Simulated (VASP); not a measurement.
A run of VASP 6.6.1 is set up as follows.

File INCAR:

```
PREC = Accurate
ENCUT = 520
EDIFF = 1E-6
ISMEAR = 0
SIGMA = 0.1
LREAL = F
LASPH = T
NELM = 100
ALGO = Fast
ISIF = 2
LWAVE = F
LCHARG = F
GGA = PE
NBANDS = 30
```

Contents of KPOINTS:

```
regular mesh
0
Gamma
  12 12 12
```

File POSCAR:

```
Hf4Si
1.0
   -1.7344888538      1.7344888538      8.4761902787
    1.7344888538     -1.7344888538      8.4761902787
    1.7344888538      1.7344888538     -8.4761902787
Hf Si
4 1
Direct
    0.1910005983      0.1910005983      0.0000000000
    0.5837921413      0.5837921413      0.0000000000
    0.4162078587      0.4162078587      0.0000000000
    0.8089994017      0.8089994017      0.0000000000
    0.0000000000      0.0000000000      0.0000000000
```

Potentials or basis: VASP PAW PBE potentials, release 64 (Hf_pv, Si).

Command:

```bash
$ cat potpaw_PBE.64/Hf_pv/POTCAR potpaw_PBE.64/Si/POTCAR > POTCAR
$ mpirun -np 1 vasp_std > vasp.out
```

Task: Estimate the largest force.

Result: 0.009 eV/Å.

Task: Estimate the band gap on the k mesh.

Result: Zero (bands 22 and 23 overlap by 1.53 eV).

Task: Estimate the pressure.

Result: -0.4 GPa.

Forces on the atoms (eV/Å):
```
Hf   0.000  0.000 -0.009
Hf   0.000  0.000 -0.003
Hf   0.000  0.000  0.003
Hf   0.000  0.000  0.009
Si   0.000  0.000  0.000
```

Caveat: spin-orbit coupling is left out, which moves the levels of the heavy elements.
